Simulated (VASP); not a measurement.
Wanted: the native input for a VASP 6.6.1 run.

| Quantity | Value |
| --- | --- |
| Task | single point |
| Functional | PBE |
| Potentials or basis | VASP PAW PBE potentials, release 64 (Cd, S) |
| Cutoff | 520 eV |
| k mesh | 8 × 8 × 8 |
| Occupations | gaussian, width 0.1 eV |
| Spin | no spin polarisation |
| Dipole correction | no |
| k mesh for the DOS | 12 × 12 × 12 |
| Occupations for the DOS | tetrahedron |
| Further INCAR settings | ALGO = Normal; EDIFF = 1e-07; NBANDS = 26 |

Crystal: CdS4.

```
CELL_PARAMETERS angstrom
4.83924 0.00000 0.00000
0.00000 4.83924 0.00000
0.00000 0.00000 4.98946
ATOMIC_POSITIONS crystal
Cd 0.00000 0.00000 0.50000
S 0.00000 0.50000 0.19829
S 0.50000 0.00000 0.19829
S 0.00000 0.50000 0.80171
S 0.50000 0.00000 0.80171
```

The input as run:

POSCAR

```
CdS4
1.0
    4.8392421692      0.0000000000      0.0000000000
    0.0000000000      4.8392421692      0.0000000000
    0.0000000000      0.0000000000      4.9894594476
Cd S
1 4
Direct
    0.0000000000      0.0000000000      0.5000000000
    0.0000000000      0.5000000000      0.1982887845
    0.5000000000      0.0000000000      0.1982887845
    0.0000000000      0.5000000000      0.8017112155
    0.5000000000      0.0000000000      0.8017112155
```

INCAR.step1

```
ALGO = Normal
EDIFF = 1E-7
ENCUT = 520
GGA = PE
ISIF = 2
ISMEAR = 0
LASPH = T
LCHARG = T
LREAL = F
LWAVE = F
NBANDS = 26
NELM = 100
PREC = Accurate
SIGMA = 0.1
```

KPOINTS.step1

```
k-points
0
Gamma
  8 8 8
```

INCAR.step2

```
ALGO = Normal
EDIFF = 1E-7
ENCUT = 520
GGA = PE
ICHARG = 11
ISIF = 2
ISMEAR = -5
LASPH = T
LCHARG = F
LORBIT = 11
LREAL = F
LWAVE = F
NBANDS = 26
NEDOS = 1001
NELM = 100
PREC = Accurate
SIGMA = 0.1
```

KPOINTS.step2

```
k-points
0
Gamma
  12 12 12
```

Potentials or basis: VASP PAW PBE potentials, release 64 (Cd, S).

Command:

```sh
$ cat potpaw_PBE.64/Cd/POTCAR potpaw_PBE.64/S/POTCAR > POTCAR
$ cp INCAR.step1 INCAR
$ cp KPOINTS.step1 KPOINTS
$ mpirun -np 1 vasp_std > vasp.out
$ cp INCAR.step2 INCAR
$ cp KPOINTS.step2 KPOINTS
$ mpirun -np 1 vasp_std > vasp.out
```

It gave:

- Valence electrons inside the program's atomic spheres: Cd 10.17; S 3.64

Wall time 3.3 min on 1 thread of Intel(R) Xeon(R) 6975P-C (Granite Rapids) (shared host), peak memory 0.56 GiB.
